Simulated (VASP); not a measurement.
Here is a VASP 6.6.1 calculation.

Contents of INCAR:

```
PREC = Accurate
ENCUT = 520
EDIFF = 1E-6
ISMEAR = 0
SIGMA = 0.1
LREAL = False
LASPH = True
NELM = 60
ALGO = Normal
ISIF = 2
LWAVE = False
LCHARG = False
GGA = PE
NBANDS = 36
```

KPOINTS

```
Automatic mesh
0
Gamma
  6 6 4
```

POSCAR

```
Sn
1.0
    4.4782619153      0.0000000000      0.0000000000
   -2.2391309577      3.8782885834      0.0000000000
    0.0000000000      0.0000000000      7.3853466719
Sn
4
Direct
    0.6666666667      0.3333333333      0.0627911807
    0.3333333333      0.6666666667      0.5627911807
    0.6666666667      0.3333333333      0.4372088193
    0.3333333333      0.6666666667      0.9372088193
```

Potentials or basis: VASP PAW PBE potentials, release 64 (Sn_d).

Command:

```bash
$ cat potpaw_PBE.64/Sn_d/POTCAR > POTCAR
$ mpirun -np 1 vasp_std > vasp.out
```

(1) What does it give for the largest force?

(2) Estimate the band gap on the k mesh.

(3) Predict the pressure.

Answers

(1) 0.060 eV/Å.

(2) 0.12 eV, indirect (least direct gap 0.23 eV).

(3) 6.9 GPa.

Caveat: spin-orbit coupling is left out, which moves the levels of the heavy elements.
